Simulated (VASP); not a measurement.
# TiO2 (P1) in VASP: notebook, part 2 of 2

VASP 6.6.1.

### Step 3. Single point, r2SCAN+D3(BJ)

File POSCAR:

```
TiO2
1.0
    6.1535770000     -1.8834680000      0.0000000000
    6.1535770000      1.8834680000      0.0000000000
   -1.9283260000      0.0000000000      6.3289670000
Ti O
4 8
Direct
    0.7602033708      0.8482324746      0.6952319391
    0.1610403095      0.0325539216      0.6983762121
    0.1557652628      0.1752505952      0.2406395862
    0.8572682103      0.9282011914      0.2757954023
   -0.0765670119      0.1458418636      0.3309544828
    0.6891135366      0.4925081257      0.6812644149
    0.3384814848     -0.1282108084     -0.0125928923
    0.9718131976      0.8890403552      0.6224080486
    0.7021558201      0.7090048879      0.3217744697
    0.7394326866      0.9567976750      0.9611363118
    0.2610480261      0.1925042547      0.6481626464
    0.3163696386      0.3655873582      0.2795558896
```

File INCAR.step1:

```
ALGO     = Normal         # electronic algorithm
EDIFF    = 1E-4           # SCF threshold, eV
ENCUT    = 520            # plane-wave cutoff, eV
GGA      = PE             # functional
ISMEAR   = -1             # smearing method
LASPH    = True           # aspherical terms in the spheres
LCHARG   = False          # write CHGCAR
LREAL    = False          # projectors in reciprocal space
LWAVE    = True           # write WAVECAR
NBANDS   = 60             # bands
NELM     = 100            # most SCF steps
PREC     = Accurate       # precision mode
SIGMA    = 0.36           # smearing width, eV
```

File INCAR.step2:

```
ALGO     = Normal         # electronic algorithm
EDIFF    = 1E-6           # SCF threshold, eV
ENCUT    = 520            # plane-wave cutoff, eV
ISIF     = 2              # what is computed and relaxed
ISMEAR   = -1             # smearing method
ISTART   = 1            
IVDW     = 12             # dispersion correction
LASPH    = True           # aspherical terms in the spheres
LCHARG   = True           # write CHGCAR
LELF     = True           # ELF
LMIXTAU  = True         
LREAL    = False          # projectors in reciprocal space
LVHAR    = True         
LWAVE    = False          # write WAVECAR
METAGGA  = R2SCAN         # meta-GGA
NBANDS   = 60             # bands
NELM     = 100            # most SCF steps
PREC     = Accurate       # precision mode
SIGMA    = 0.36           # smearing width, eV
VDW_A1   = 0.49484001   
VDW_A2   = 5.73083694   
VDW_S6   = 1.0          
VDW_S8   = 0.78981345
```

File KPOINTS:

```
k-points
0
Gamma
  5 5 3
```

Potentials or basis: VASP PAW PBE potentials, release 64 (Ti_sv, O).

Started as:

```
$ cat potpaw_PBE.64/Ti_sv/POTCAR potpaw_PBE.64/O/POTCAR > POTCAR
$ cp INCAR.step1 INCAR
$ mpirun -np 1 vasp_std > vasp.out
$ cp INCAR.step2 INCAR
$ mpirun -np 1 vasp_std > vasp.out
```

OUTCAR:

```text
EDIFF = 1E-6
   ENCUT = 520
   ISIF = 2
   ISMEAR = -1
   ISTART = 1
   IVDW = 12
   LASPH = True
   LREAL = False
   METAGGA = R2SCAN
   NELM = 100
   PREC = Accurate
 IVDW          = 12

 ion  position               nearest neighbor table
   1  0.760  0.848  0.695-  10 1.70   8 1.78  11 1.83  11 2.36   9 2.42
   2  0.161  0.033  0.698-  11 1.73   6 1.76   8 1.96   7 1.99   6 2.02   5 2.42
   3  0.156  0.175  0.241-   7 1.86   5 1.91   9 1.96   9 2.00  12 2.10
   4  0.857  0.928  0.276-   5 1.70  12 1.95  10 2.01  12 2.03   8 2.22   9 2.41
   5  0.923  0.146  0.331-   4 1.70   3 1.91   2 2.42
   6  0.689  0.493  0.681-   2 1.76   2 2.02
   7  0.338  0.872  0.987-   3 1.86   2 1.99
   8  0.972  0.889  0.622-   1 1.78   2 1.96   4 2.22
   9  0.702  0.709  0.322-   3 1.96   3 2.00   4 2.41   1 2.42
  10  0.739  0.957  0.961-   1 1.70   4 2.01
  11  0.261  0.193  0.648-   2 1.73   1 1.83   1 2.36
  12  0.316  0.366  0.280-   4 1.95   4 2.03   3 2.10

  LATTYP: Found a base centered monoclinic cell.
 ALAT       =    12.3071540000
 B/A-ratio  =     0.3060769370
 C/A-ratio  =     0.5375907576
 COS(beta)  =    -0.2914546766

  Lattice vectors:

 A1 = (   6.1535770000,  -1.8834680000,   0.0000000000)
 A2 = (   6.1535770000,   1.8834680000,   0.0000000000)
 A3 = (  -1.9283260000,   0.0000000000,   6.3289670000)

Analysis of symmetry for initial positions (statically):
=====================================================================
 Subroutine PRICEL returns:
 Original cell was already a primitive cell.

 Routine SETGRP: Setting up the symmetry group for a
 base centered monoclinic supercell.

 Subroutine GETGRP returns: Found  1 space group operations
 (whereof  1 operations were pure point group operations)
 out of a pool of  4 trial point group operations.

The static configuration has the point symmetry C_1 .

Analysis of symmetry for dynamics (positions and initial velocities):
=====================================================================
 Subroutine PRICEL returns:
 Original cell was already a primitive cell.

 Routine SETGRP: Setting up the symmetry group for a
 base centered monoclinic supercell.

 Subroutine GETGRP returns: Found  1 space group operations
 (whereof  1 operations were pure point group operations)
 out of a pool of  4 trial point group operations.

The dynamic configuration has the point symmetry C_1 .

 Subroutine INISYM returns: Found  1 space group operations
 (whereof  1 operations are pure point group operations),
 and found     1 'primitive' translations

----------------------------------------------------------------------------------------

                                     Primitive cell

  volume of cell :     146.7063

  direct lattice vectors                    reciprocal lattice vectors
     6.153577000 -1.883468000  0.000000000     0.081253554 -0.265467744  0.024756542
     6.153577000  1.883468000  0.000000000     0.081253554  0.265467744  0.024756542
[... 67 lines left out ...]
  0.200000  0.200000  0.000000      2.000000
[... 16 lines left out ...]
  0.200000  0.200000  0.333333      2.000000
  0.400000  0.200000  0.333333      2.000000
 [... further k-points ...]
   k-points           NKPTS =     38   k-points in BZ     NKDIM =     38   number of bands    NBANDS=     60
   number of dos      NEDOS =    301   number of ions     NIONS =     12
   total plane-waves  NPLWV = 115200
   dimension x,y,z NGX =    48 NGY =   48 NGZ =   50
   dimension x,y,z NGXF=    96 NGYF=   96 NGZF=  100
   ions per type =               4   8
   NGX,Y,Z   is equivalent  to a cutoff of  12.40, 12.40, 12.56 a.u.
   NGXF,Y,Z  is equivalent  to a cutoff of  24.80, 24.80, 25.13 a.u.
 SYSTEM =  unknown system
   PREC   = accura    normal or accurate (medium, high low for compatibility)
   ISTART =      1    job   : 0-new  1-cont  2-samecut
   ICHARG =      0    charge: 1-file 2-atom 10-const
   ISPIN  =      1    spin polarized calculation?
   LNONCOLLINEAR =      F non collinear calculations
   LSORBIT =      F    spin-orbit coupling
   LASPH  =      T    aspherical Exc in radial PAW
   ENCUT  =  520.0 eV  38.22 Ry    6.18 a.u.  11.97 11.97 12.30*2*pi/ulx,y,z
   NELM   =    100;   NELMIN=  2; NELMDL=  0     # of ELM steps
   EDIFF  = 0.1E-05   stopping-criterion for ELM
   LREAL  =      F    real-space projection
   EDIFFG = 0.1E-04   stopping-criterion for IOM
   NSW    =      0    number of steps for IOM
   IBRION =     -1    ionic relax: 0-MD 1-quasi-New 2-CG
   NFREE  =      0    steps in history (QN), initial steepest desc. (CG)
   ISIF   =      2    stress and relaxation
   ISYM   =      2    0-nonsym 1-usesym 2-fastsym
   POTIM  = 0.5000    time-step for ionic-motion
   TEBEG  =    0.0;   TEEND  =   0.0 temperature during run
   PSTRESS=    0.0 pullay stress
   NELECT =      96.0000    total number of electrons
   NUPDOWN=      -1.0000    fix difference up-down
   EMIN   =  10.00;   EMAX   =-10.00  energy-range for DOS
   EFERMI =   0.00;   METHOD = LEGACY
   ISMEAR =    -1;   SIGMA  =   0.36  broadening in eV -4-tet -1-fermi 0-gaus
   EFERMI_NEDOS =   21; number of points for ismear=-14 and -15
   IALGO  =     38    algorithm
   IMIX   =      4    mixing-type and parameters
     AMIX     =   0.40;   BMIX     =  1.00
     AMIX_MAG =   1.60;   BMIX_MAG =  1.00
  volume/ion in A,a.u.               =      12.23        82.50
  Fermi-wavevector in a.u.,A,eV,Ry     =   1.421289  2.685846 27.484611  2.020062
  Thomas-Fermi vector in A             =   2.542114
   LORBIT       =      0    0 simple, 1 ext, 2 COOP (PROOUT), +10 PAW based schemes
   METAGGA = R2SCAN    functional components
   LHFCALC =     F    Hartree Fock is set to
   AEXX    =    0.0000 exact exchange contribution
   IVDW    =    12    specifies the selected vdW correction
   LEPSILON=     F    determine dielectric tensor
   LRPA    =     F    only Hartree local field effects (RPA)
 non-spin polarized calculation
  energy-cutoff  :      520.00
  volume of cell :      146.71
 maximum number of plane-waves:      3965
   NGX = 23   NGY = 23   NGZ = 25

 number of electron      96.0000020 magnetization

 Free energy of the ion-electron system (eV)
  ---------------------------------------------------
  ext. energy  EPLUGINS =         0.00000000
  ---------------------------------------------------
  free energy    TOTEN  =      -135.15119464 eV

  energy without entropy =     -134.83242686  energy(sigma->0) =     -134.99181075

 E-fermi :   4.1089     XC(G=0): -11.0133

 val. band max:        2.8213058370   @ k =  -0.4000   0.4000   0.3333
 cond. band min:       5.3567346321   @ k =   0.0000   0.0000   0.3333
 fundamental gap:      2.5354287952
 Fermi energy:         4.1089073747

 k-point     1 :       0.0000    0.0000    0.0000
  band No.  band energies     occupation
      1     -56.1974      2.00000
      2     -56.0818      2.00000
      3     -55.8103      2.00000
      4     -55.4179      2.00000
      5     -31.6840      2.00000
      6     -31.3873      2.00000
[... 1501 lines left out ...]
     59       7.2133      0.00036
     60       7.5543      0.00014

 [... further k-points ...]

------------------------ aborting loop because EDIFF is reached ----------------------------------------

 Edisp (eV)   -1.19104

 E8    (eV) :    -0.3662

  FORCE on cell =-STRESS in cart. coord.  units (eV):
  Direction    XX          YY          ZZ          XY          YZ          ZX
  --------------------------------------------------------------------------------------
  -------------------------------------------------------------------------------------
  Total      10.70119    -7.43857    -2.99381    -5.65008     1.67700     0.03728
  in kB     116.86750   -81.23656   -32.69538   -61.70441    18.31445     0.40709
  external pressure =        0.98 kB  Pullay stress =        0.00 kB

 VOLUME and BASIS-vectors are now :
 -----------------------------------------------------------------------------
  energy-cutoff  :      520.00
  volume of cell :      146.71
      direct lattice vectors                 reciprocal lattice vectors
     6.153577000 -1.883468000  0.000000000     0.081253554 -0.265467744  0.024756542
     6.153577000  1.883468000  0.000000000     0.081253554  0.265467744  0.024756542
    -1.928326000  0.000000000  6.328967000     0.000000000  0.000000000  0.158003668

 POSITION                                       TOTAL-FORCE (eV/Angst)
 -----------------------------------------------------------------------------------
      8.55700      0.16580      4.40010        -0.760456     -2.949066     -0.925274
     -0.15540     -0.24200      4.42000        -5.450080     -1.102156      2.460170
      1.57290      0.03670      1.52300         1.169719     -1.943870     -1.138032
     10.45520      0.13360      1.74550        -3.612754      0.132984     -1.052222
      5.94168     -1.46457      2.09460         1.674165     -1.286459      0.083247
      5.95750     -0.37030      4.31170         1.050060      2.052060      0.186630
      5.54345      1.00447      6.24927         0.621477      3.710016      0.415567
     10.25070     -0.15590      3.93920        -0.617706      0.258532     -1.650878
      8.06320      0.01290      2.03650         0.855823      0.536781      1.310589
      8.58450      0.40940      6.08300         0.187168     -1.216450      2.158192
      1.54110     -0.12910      4.10220         5.002431      1.825366     -1.575245
      3.65740      0.09270      1.76930        -0.119848     -0.017739     -0.272744
 -----------------------------------------------------------------------------------
    total drift:                                0.010707     -0.000312     -0.003690

  FREE ENERGIE OF THE ION-ELECTRON SYSTEM (eV)
  ---------------------------------------------------
  free  energy   TOTEN  =      -136.3422363132 eV

  energy  without entropy=     -136.0234685413  energy(sigma->0) =     -136.18285243
```

It took 30 min on 1 thread of Intel Xeon Platinum 8488C (Sapphire Rapids), shared host; peak memory 0.5 GiB.

Results:

| Property | Result |
| --- | --- |
| Free energy | -136.3422 eV |
| Pressure | 0.1 GPa |
| Largest force | 6.080 eV/Å |
| Band gap on the k mesh | 2.54 eV (least direct gap 2.68 eV) |
| Dispersion energy per atom | -0.099 eV |

Forces on the atoms (eV/Å):
```
Ti  -0.760 -2.949 -0.925
Ti  -5.450 -1.102  2.460
Ti   1.170 -1.944 -1.138
Ti  -3.613  0.133 -1.052
O    1.674 -1.286  0.083
O    1.050  2.052  0.187
O    0.621  3.710  0.416
O   -0.618  0.259 -1.651
O    0.856  0.537  1.311
O    0.187 -1.216  2.158
O    5.002  1.825 -1.575
O   -0.120 -0.018 -0.273
```

Caveat: the atoms stand as in a frame of molecular dynamics; the PAW data sets were made with another functional, which shifts forces and pressure a little; an odd mesh through Γ misses points on the zone boundary, where band edges can lie.
